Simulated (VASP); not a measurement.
AlN (kpat): single point with PBE

AlN (kpat):

```
CELL_PARAMETERS angstrom
0.00000 2.17105 2.17105
2.17105 0.00000 2.17105
2.17105 2.17105 0.00000
ATOMIC_POSITIONS crystal
Al 0.00000 0.00000 0.00000
N 0.25000 0.25000 0.25000
```

This cell differs from its parent crystal: strained cell.

| Property | Result |
| --- | --- |
| Program | VASP 6.6.1 |
| Task | single point |
| Functional | PBE |
| Potentials or basis | VASP PAW PBE potentials, release 64 (Al, N) |
| Cutoff | 520 eV |
| k mesh | 10 × 10 × 10 |
| Occupations | gaussian, width 0.02 eV |
| Spin | no spin polarisation |
| Dipole correction | no |
| Further INCAR settings | ALGO = Normal; EDIFF = 1e-06; NBANDS = 11 |

| Quantity | Value |
| --- | --- |
| Pressure | 8.5 GPa |
| Band gap on the k mesh | 3.33 eV, indirect (least direct gap 4.35 eV) |

Levels at points of the mesh, in eV from the valence-band top:
```tsv
k point	band 1	band 2	band 3	band 4	band 5	band 6	band 7	band 8	band 9
(0.00, 0.00, 0.00)	-15.08	0.00	0.00	0.00	4.35	12.74	12.74	12.74	17.83
(0.50, 0.00, 0.00)	-12.98	-5.93	-0.48	-0.48	7.54	9.99	11.26	11.26	18.23
(0.50, 0.50, 0.00)	-12.33	-4.96	-1.79	-1.79	3.33	8.72	14.20	15.96	15.96
```

Wall time 9.6 s on 1 thread of Intel Xeon 8259CL, on a shared host, peak memory 0.13 GiB.

Caveat: the cell differs from its parent crystal (strained cell). A k mesh can miss the band edges.
